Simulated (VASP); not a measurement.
Crystal: Mo.

```xyz
1
Lattice="-1.5838 1.5838 1.5838 1.5838 -1.5838 1.5838 1.5838 1.5838 -1.5838" Properties=species:S:1:pos:R:3 pbc="T T T"
Mo    0.0000    0.0000    0.0000
```

- Program: VASP 6.6.1
- Task: relaxation of cell and atoms
- Functional: BLYP
- Potentials or basis: VASP PAW PBE potentials, release 64 (Mo_sv)
- Cutoff: 600 eV
- k mesh: 12 × 12 × 12
- Occupations: fermi-dirac, width 0.05 eV
- Spin: no spin polarisation

At the start: pressure 9.0 GPa; volume 15.89 Å³/atom.

Q: Where does the relaxation end?

A: Over 4 steps the energy falls by 15.4 meV/atom and the volume is 16.46 Å³/atom (+3.6 %); space group Im-3m (No. 229, to 0.05 Å).

The path:
```
step  energy change (eV)  largest force (eV/Å)  pressure (GPa)  volume (Å³)
   1              0.0000                0.0000            8.95        15.89
   2              0.0767                0.0000          -17.40        18.02
   3             -0.0154                0.0000           -0.29        16.48
   4             -0.0154                0.0000           -0.02        16.46
```

Final structure:
```
Mo
1.0
    -1.60254    1.60254    1.60254
     1.60254   -1.60254    1.60254
     1.60254    1.60254   -1.60254
Mo
1
Direct
  0.00000 0.00000 0.00000
```

Caveat: the PAW data sets were made with another functional, which shifts forces and pressure a little.
